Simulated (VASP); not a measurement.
# AgSn2SeI3 (P1) in VASP: a series of runs

Runs on AgSn2SeI3. Level: PBE. Tasks: single point.

All numbers are computed with VASP 6.6.1; they aren't measurements. Logs are shortened: lines on timing, memory, paths and dates and some standing lists are left out, and cuts for length are marked.

## (1) The cell of the first run

The typed cell holds 7 atoms: a = 4.680 Å, b = 7.131 Å, c = 9.445 Å, α = 102.13°, β = 104.32°, γ = 90.37°.

## (2) Single point, PBE

INCAR reads:

```
SYSTEM = AgSn2SeI3
PREC     = Accurate       ! precision mode
ENCUT    = 520            ! plane-wave cutoff, eV
EDIFF    = 1E-6           ! SCF threshold, eV
ISMEAR   = 0              ! smearing method
SIGMA    = 0.1            ! smearing width, eV
LREAL    = .False.        ! projectors in reciprocal space
LASPH    = .True.         ! aspherical terms in the spheres
NELM     = 60             ! most SCF steps
ALGO     = Normal         ! electronic algorithm
ISIF     = 2              ! what is computed and relaxed
LWAVE    = .False.        ! write WAVECAR
LCHARG   = .False.        ! write CHGCAR
GGA      = PE             ! functional
NBANDS   = 42             ! bands
```

KPOINTS reads:

```
Automatic mesh
0
Gamma
  4 2 2
  0 0 0
```

POSCAR reads:

```
AgSn2SeI3
1.0
    4.6799652136      0.0243697586     -0.0070181647
   -0.0835854995      7.1307586941     -0.0057791670
   -2.3125431619     -2.0053116213      8.9357002733
Ag Sn Se I
1 2 1 3
Direct
    0.5184802674      0.7834202395      0.0490946883
    0.3525837519      0.5958608419      0.7183963958
    0.1928160942      0.9980378408      0.4014606579
    0.3218965271      0.2243390470      0.6678681916
    0.6076907531      0.1546470734      0.2220443064
    0.7474357771      0.6891722925      0.5064829036
    0.9965557992      0.5618223247      0.0092309362
```

Potentials or basis: VASP PAW PBE potentials, release 64 (Ag, Sn_d, Se, I).

Run with:

```
> cat potpaw_PBE.64/Ag/POTCAR potpaw_PBE.64/Sn_d/POTCAR potpaw_PBE.64/Se/POTCAR potpaw_PBE.64/I/POTCAR > POTCAR
> mpirun -np 1 vasp_std > vasp.out
```

OUTCAR:

```text
SYSTEM = AgSn2SeI3
   PREC = Accurate
   ENCUT = 520
   EDIFF = 1E-6
   ISMEAR = 0
   LREAL = .False.
   LASPH = .True.
   NELM = 60
   ISIF = 2
   GGA = PE

 ion  position               nearest neighbor table
   1  0.518  0.783  0.049-   5 2.77   7 2.80   7 2.80   2 3.03
   2  0.353  0.596  0.718-   4 2.59   1 3.03   6 3.20   6 3.20   7 3.59   7 3.59
   3  0.193  0.998  0.401-   4 2.61   5 3.19   5 3.21   6 3.47   6 3.51
   4  0.322  0.224  0.668-   2 2.59   3 2.61
   5  0.608  0.155  0.222-   1 2.77   3 3.19   3 3.21
   6  0.747  0.689  0.506-   2 3.20   2 3.20   3 3.47   3 3.51
   7  0.997  0.562  0.009-   1 2.80   1 2.80   2 3.59   2 3.59

  LATTYP: Found a triclinic cell.
 ALAT       =    12.4884337620
 B/A-ratio  =     1.4520116854
 C/A-ratio  =     0.3747494693
 COS(alpha) =     0.0021569595
 COS(beta)  =     0.5655496695
 COS(gamma) =     0.7765033593

  Lattice vectors:

 A1 = (   7.0760938750,  -5.1010773142,  -8.9369392710)
 A2 = (   0.0287066097,  -3.1445052101, -17.8586032149)
 A3 = (   4.6799652136,   0.0243697586,  -0.0070181647)

Analysis of symmetry for initial positions (statically):
=====================================================================
 Subroutine PRICEL returns:
 Original cell was already a primitive cell.

 Routine SETGRP: Setting up the symmetry group for a
 triclinic supercell.

 Subroutine GETGRP returns: Found  1 space group operations
 (whereof  1 operations were pure point group operations)
 out of a pool of  2 trial point group operations.

The static configuration has the point symmetry C_1 .

Analysis of symmetry for dynamics (positions and initial velocities):
=====================================================================
 Subroutine PRICEL returns:
 Original cell was already a primitive cell.

 Routine SETGRP: Setting up the symmetry group for a
 triclinic supercell.

 Subroutine GETGRP returns: Found  1 space group operations
 (whereof  1 operations were pure point group operations)
 out of a pool of  2 trial point group operations.

The dynamic configuration has the point symmetry C_1 .

 Subroutine INISYM returns: Found  1 space group operations
 (whereof  1 operations are pure point group operations),
 and found     1 'primitive' translations

----------------------------------------------------------------------------------------

                                     Primitive cell
[... 91 lines left out ...]
   NSW    =      0    number of steps for IOM
   IBRION =     -1    ionic relax: 0-MD 1-quasi-New 2-CG
   NFREE  =      0    steps in history (QN), initial steepest desc. (CG)
   ISIF   =      2    stress and relaxation
   ISYM   =      2    0-nonsym 1-usesym 2-fastsym
   POTIM  = 0.5000    time-step for ionic-motion
   TEBEG  =    0.0;   TEEND  =   0.0 temperature during run
   PSTRESS=    0.0 pullay stress
   NELECT =      66.0000    total number of electrons
   NUPDOWN=      -1.0000    fix difference up-down
   EMIN   =  10.00;   EMAX   =-10.00  energy-range for DOS
   EFERMI =   0.00;   METHOD = LEGACY
   ISMEAR =     0;   SIGMA  =   0.10  broadening in eV -4-tet -1-fermi 0-gaus
   EFERMI_NEDOS =   21; number of points for ismear=-14 and -15
   IALGO  =     38    algorithm
   IMIX   =      4    mixing-type and parameters
     AMIX     =   0.40;   BMIX     =  1.00
     AMIX_MAG =   1.60;   BMIX_MAG =  1.00
  volume/ion in A,a.u.               =      42.58       287.33
  Fermi-wavevector in a.u.,A,eV,Ry     =   0.990439  1.871659 13.346911  0.980970
  Thomas-Fermi vector in A             =   2.122110
   LORBIT       =      0    0 simple, 1 ext, 2 COOP (PROOUT), +10 PAW based schemes
   GGA     = PE    functional components
   LHFCALC =     F    Hartree Fock is set to
   AEXX    =    0.0000 exact exchange contribution
   IVDW    =     0    specifies the selected vdW correction
   LEPSILON=     F    determine dielectric tensor
   LRPA    =     F    only Hartree local field effects (RPA)
 non-spin polarized calculation
 Gauss-broadening in eV      SIGMA  =   0.10
  energy-cutoff  :      520.00
  volume of cell :      298.05
 maximum number of plane-waves:      8060
 NGX is ok and might be reduce to    36
   NGX = 17   NGY = 27   NGZ = 35

 number of electron      66.0000001 magnetization

 Free energy of the ion-electron system (eV)
  ---------------------------------------------------
  ext. energy  EPLUGINS =         0.00000000
  ---------------------------------------------------
  free energy    TOTEN  =       -20.57202648 eV

  energy without entropy =      -20.57202648  energy(sigma->0) =      -20.57202648

 E-fermi :   2.3417     XC(G=0):  -7.6000

 val. band max:        1.8895170436   @ k =   0.0000   0.0000   0.0000
 cond. band min:       3.1016644979   @ k =   0.0000   0.0000   0.0000
 fundamental gap:      1.2121474543
 Fermi energy:         2.3417077665

 k-point     1 :       0.0000    0.0000    0.0000
  band No.  band energies     occupation
      1     -19.2829      2.00000
      2     -19.2792      2.00000
      3     -19.2343      2.00000
      4     -19.2329      2.00000
      5     -19.1821      2.00000
      6     -19.1594      2.00000
[... 529 lines left out ...]
     41       7.4828      0.00000
     42       8.0871      0.00000

------------------------ aborting loop because EDIFF is reached ----------------------------------------

  FORCE on cell =-STRESS in cart. coord.  units (eV):
  Direction    XX          YY          ZZ          XY          YZ          ZX
  --------------------------------------------------------------------------------------
  -------------------------------------------------------------------------------------
  Total       -0.0134876      0.0355910     -0.0104510      0.0258104      0.0118756      0.0153151
  in kB       -0.0725040      0.1913225     -0.0561803      0.1387461      0.0638385      0.0823276
  external PRESSURE =       0.0208794 kB  Pullay stress =       0.0000000 kB

 VOLUME and BASIS-vectors are now :
 -----------------------------------------------------------------------------
  energy-cutoff  :      520.00
  volume of cell :      298.05
      direct lattice vectors                 reciprocal lattice vectors
     4.679965214  0.024369759 -0.007018165     0.213747333  0.002550805  0.055889866
    -0.083585499  7.130758694 -0.005779167    -0.000683407  0.140254887  0.031298537
    -2.312543162 -2.005311621  8.935700273     0.000167437  0.000092713  0.111974786

 POSITION                                       TOTAL-FORCE (eV/Angst)
 -----------------------------------------------------------------------------------
      2.24745      5.50057      0.43053         0.000426      0.000138      0.003979
     -0.06105      2.81692      6.41346        -0.000772     -0.020444     -0.002635
     -0.10944      6.31641      3.58021         0.003281      0.003094     -0.018845
     -0.05676      0.26827      5.96431         0.004823      0.004884     -0.000291
      2.31756      0.67229      1.97896        -0.001543     -0.007709      0.005879
      2.26911      3.91688      4.51655        -0.003180      0.015840      0.015064
      4.59554      4.01199      0.07224        -0.003035      0.004197     -0.003150
 -----------------------------------------------------------------------------------
    total drift:                                0.000048     -0.000537     -0.000509

  FREE ENERGIE OF THE ION-ELECTRON SYSTEM (eV)
  ---------------------------------------------------
  free  energy   TOTEN  =       -20.5720264766 eV

  energy  without entropy=      -20.5720264766  energy(sigma->0) =      -20.57202648
```

Run time: 96 s. Hardware: 1 thread of Intel Xeon 6975P-C (Granite Rapids), shared host; peak memory 0.45 GiB.

What came out:

```
Free energy            : -20.5720 eV
Pressure               : 0.0 GPa
Largest force          : 0.022 eV/Å
Band gap on the k mesh : 1.21 eV
```

Forces in eV/Å, atoms in the order of the input:
```
Ag   0.000  0.000  0.004
Sn  -0.001 -0.020 -0.003
Sn   0.003  0.003 -0.019
Se   0.005  0.005  0.000
I   -0.002 -0.008  0.006
I   -0.003  0.016  0.015
I   -0.003  0.004 -0.003
```

Caveat: the k points lie up to 0.45 Å⁻¹ apart; spin-orbit coupling is left out, which moves the levels of the heavy elements.

## (3) Single point, PBE

This run uses another cell than the first one, of 42.86 Å³/atom.

INCAR reads:

```
ALGO = Normal
EDIFF = 1E-6
ENCUT = 520
GGA = PE
ISIF = 2
ISMEAR = 0
LASPH = True
LCHARG = True
LELF = True
LREAL = False
LVHAR = True
LWAVE = False
NBANDS = 42
NELM = 60
PREC = Accurate
SIGMA = 0.1
```

KPOINTS reads:

```
k-points
0
Gamma
  4 2 2
```

POSCAR reads:

```
AgSn2SeI3
1.0
    4.6884766285      0.0211116780     -0.0018780944
   -0.0888832789      7.1951258305     -0.0018020469
   -2.3054563049     -2.0160110879      8.8937299254
Ag Sn Se I
1 2 1 3
Direct
    0.5189624426      0.7817125131      0.0508823505
    0.3518604832      0.5934789112      0.7171615205
    0.1914809432      0.9987278051      0.4001837469
    0.3215451662      0.2256403363      0.6668913099
    0.6084844046      0.1524979733      0.2212923440
    0.7488835382      0.6926432631      0.5076739774
    0.9962419918      0.5625988579      0.0104928308
```

Potentials or basis: VASP PAW PBE potentials, release 64 (Ag, Sn_d, Se, I).

Run with:

```
> cat potpaw_PBE.64/Ag/POTCAR potpaw_PBE.64/Sn_d/POTCAR potpaw_PBE.64/Se/POTCAR potpaw_PBE.64/I/POTCAR > POTCAR
> mpirun -np 1 vasp_std > vasp.out
```

OUTCAR:

```text
EDIFF = 1E-6
   ENCUT = 520
   GGA = PE
   ISIF = 2
   ISMEAR = 0
   LASPH = True
   LREAL = False
   NELM = 60
   PREC = Accurate

 ion  position               nearest neighbor table
   1  0.519  0.782  0.051-   5 2.78   7 2.80   7 2.80   2 3.05
   2  0.352  0.593  0.717-   4 2.58   1 3.05   6 3.20   6 3.20   7 3.60   7 3.60
   3  0.191  0.999  0.400-   4 2.61   5 3.18   5 3.20   6 3.48   6 3.53
   4  0.322  0.226  0.667-   2 2.58   3 2.61
   5  0.608  0.152  0.221-   1 2.78   3 3.18   3 3.20
   6  0.749  0.693  0.508-   2 3.20   2 3.20   3 3.48   3 3.53
   7  0.996  0.563  0.010-   1 2.80   1 2.80   2 3.60   2 3.60

  LATTYP: Found a triclinic cell.
 ALAT       =    12.4848334308
 B/A-ratio  =     1.4470840954
 C/A-ratio  =     0.3755376123
 COS(alpha) =     0.0002272052
 COS(beta)  =     0.5657328813
 COS(gamma) =     0.7743881065

  Lattice vectors:

 A1 = (   7.0828162123,  -5.1580030646,  -8.8938059729)
 A2 = (   0.0113192602,  -3.1842153327, -17.7837797095)
 A3 = (   4.6884766285,   0.0211116780,  -0.0018780944)

Analysis of symmetry for initial positions (statically):
=====================================================================
 Subroutine PRICEL returns:
 Original cell was already a primitive cell.

 Routine SETGRP: Setting up the symmetry group for a
 triclinic supercell.

 Subroutine GETGRP returns: Found  1 space group operations
 (whereof  1 operations were pure point group operations)
 out of a pool of  2 trial point group operations.

The static configuration has the point symmetry C_1 .

Analysis of symmetry for dynamics (positions and initial velocities):
=====================================================================
 Subroutine PRICEL returns:
[... 125 lines left out ...]
     AMIX     =   0.40;   BMIX     =  1.00
     AMIX_MAG =   1.60;   BMIX_MAG =  1.00
  volume/ion in A,a.u.               =      42.86       289.21
  Fermi-wavevector in a.u.,A,eV,Ry     =   0.988295  1.867607 13.289188  0.976728
  Thomas-Fermi vector in A             =   2.119812
   LORBIT       =      0    0 simple, 1 ext, 2 COOP (PROOUT), +10 PAW based schemes
   GGA     = PE    functional components
   LHFCALC =     F    Hartree Fock is set to
   AEXX    =    0.0000 exact exchange contribution
   IVDW    =     0    specifies the selected vdW correction
   LEPSILON=     F    determine dielectric tensor
   LRPA    =     F    only Hartree local field effects (RPA)
 non-spin polarized calculation
 Gauss-broadening in eV      SIGMA  =   0.10
  energy-cutoff  :      520.00
  volume of cell :      299.99
 maximum number of plane-waves:      8102
 NGX is ok and might be reduce to    36
   NGX = 17   NGY = 27   NGZ = 35

 number of electron      65.9999994 magnetization

 Free energy of the ion-electron system (eV)
  ---------------------------------------------------
  ext. energy  EPLUGINS =         0.00000000
  ---------------------------------------------------
  free energy    TOTEN  =       -20.57242923 eV

  energy without entropy =      -20.57242923  energy(sigma->0) =      -20.57242923

 E-fermi :   2.2868     XC(G=0):  -7.5687

 val. band max:        1.8258664802   @ k =   0.0000   0.0000   0.0000
 cond. band min:       3.0532171057   @ k =   0.0000   0.0000   0.0000
 fundamental gap:      1.2273506255
 Fermi energy:         2.2868388068

 k-point     1 :       0.0000    0.0000    0.0000
  band No.  band energies     occupation
      1     -19.3278      2.00000
      2     -19.3242      2.00000
      3     -19.2864      2.00000
      4     -19.2854      2.00000
      5     -19.2277      2.00000
      6     -19.2041      2.00000
[... 529 lines left out ...]
     41       7.4000      0.00000
     42       8.0311      0.00000

------------------------ aborting loop because EDIFF is reached ----------------------------------------

  FORCE on cell =-STRESS in cart. coord.  units (eV):
  Direction    XX          YY          ZZ          XY          YZ          ZX
  --------------------------------------------------------------------------------------
  -------------------------------------------------------------------------------------
  Total       -0.0875956     -0.0574181     -0.0234276      0.0277054     -0.0164314     -0.0087275
  in kB       -0.4678263     -0.3066558     -0.1251212      0.1479675     -0.0877561     -0.0466112
  external PRESSURE =      -0.2998678 kB  Pullay stress =       0.0000000 kB

 VOLUME and BASIS-vectors are now :
 -----------------------------------------------------------------------------
  energy-cutoff  :      520.00
  volume of cell :      299.99
      direct lattice vectors                 reciprocal lattice vectors
     4.688476629  0.021111678 -0.001878094     0.213299356  0.002648941  0.055892482
    -0.088883279  7.195125831 -0.001802047    -0.000613270  0.138983251  0.031345443
    -2.305456305 -2.016011088  8.893729925     0.000044918  0.000028720  0.112456918

 POSITION                                       TOTAL-FORCE (eV/Angst)
 -----------------------------------------------------------------------------------
      2.24636      5.53290      0.45015        -0.004048     -0.003449     -0.006473
     -0.05645      2.83178      6.37651        -0.002749      0.008788      0.016935
     -0.11362      6.38324      3.55697         0.008390     -0.016007     -0.001957
     -0.04999      0.28584      5.93014         0.003471     -0.008570      0.000916
      2.32913      0.66396      1.96670        -0.003652      0.004096     -0.006710
      2.27914      3.97599      4.51246        -0.003800      0.002628     -0.001460
      4.59666      4.04785      0.09044         0.002387      0.012513     -0.001251
 -----------------------------------------------------------------------------------
    total drift:                                0.000226     -0.000308     -0.000414

  FREE ENERGIE OF THE ION-ELECTRON SYSTEM (eV)
  ---------------------------------------------------
  free  energy   TOTEN  =       -20.5724292289 eV

  energy  without entropy=      -20.5724292289  energy(sigma->0) =      -20.57242923
```

stdout:

```text
POSCAR found type information on POSCAR AgSnSeI
 POSCAR found :  4 types and       7 ions
 scaLAPACK will be used
 LDA part: xc-table for (Slater+PW92), standard interpolation
 POSCAR, INCAR and KPOINTS ok, starting setup
 FFT: planning ... GRIDC
 FFT: planning ... GRID_SOFT
 FFT: planning ... GRID
 WAVECAR not read
 entering main loop
```

It took 95 s on 1 thread of Intel Xeon 6975P-C (Granite Rapids), shared host; peak memory 0.45 GiB.

Results:

```yaml
Free_energy: -20.5724 eV
Pressure: 0.0 GPa
Largest_force: 0.019 eV/Å
Band_gap_on_the_k_mesh: 1.23 eV
```

Forces in eV/Å, atoms in the order of the input:
```
Ag  -0.004 -0.003 -0.006
Sn  -0.003  0.009  0.017
Sn   0.008 -0.016 -0.002
Se   0.003 -0.009  0.001
I   -0.004  0.004 -0.007
I   -0.004  0.003 -0.001
I    0.002  0.013 -0.001
```

Levels at points of the mesh, in eV from the valence-band top:
| k point | band 29 | band 30 | band 31 | band 32 | band 33 | band 34 | band 35 | band 36 | band 37 | band 38 |
| --- | --- | --- | --- | --- | --- | --- | --- | --- | --- | --- |
| (0.00, 0.00, 0.00) | -1.02 | -0.82 | -0.75 | -0.12 | 0.00 | 1.23 | 2.16 | 2.56 | 3.32 | 3.66 |
| (0.50, 0.00, 0.00) | -1.51 | -1.36 | -1.09 | -0.69 | -0.63 | 2.30 | 2.69 | 2.99 | 3.09 | 3.23 |
| (0.00, 0.50, 0.00) | -0.92 | -0.86 | -0.74 | -0.44 | -0.33 | 1.58 | 2.33 | 2.67 | 2.79 | 3.07 |
| (0.50, 0.50, 0.00) | -1.47 | -1.33 | -0.79 | -0.53 | -0.17 | 1.91 | 2.05 | 2.66 | 3.40 | 3.65 |
| (0.00, 0.00, 0.50) | -0.87 | -0.79 | -0.59 | -0.21 | -0.18 | 1.35 | 2.18 | 2.37 | 3.11 | 3.57 |
| (0.50, 0.00, 0.50) | -1.53 | -1.37 | -1.09 | -0.69 | -0.62 | 2.30 | 2.67 | 3.00 | 3.08 | 3.23 |
| (0.00, 0.50, 0.50) | -0.98 | -0.95 | -0.69 | -0.42 | -0.26 | 1.47 | 2.18 | 2.71 | 3.12 | 3.27 |
| (0.50, 0.50, 0.50) | -1.47 | -1.33 | -0.78 | -0.52 | -0.17 | 1.92 | 2.05 | 2.66 | 3.38 | 3.66 |

Caveat: the k points lie up to 0.45 Å⁻¹ apart; spin-orbit coupling is left out, which moves the levels of the heavy elements.
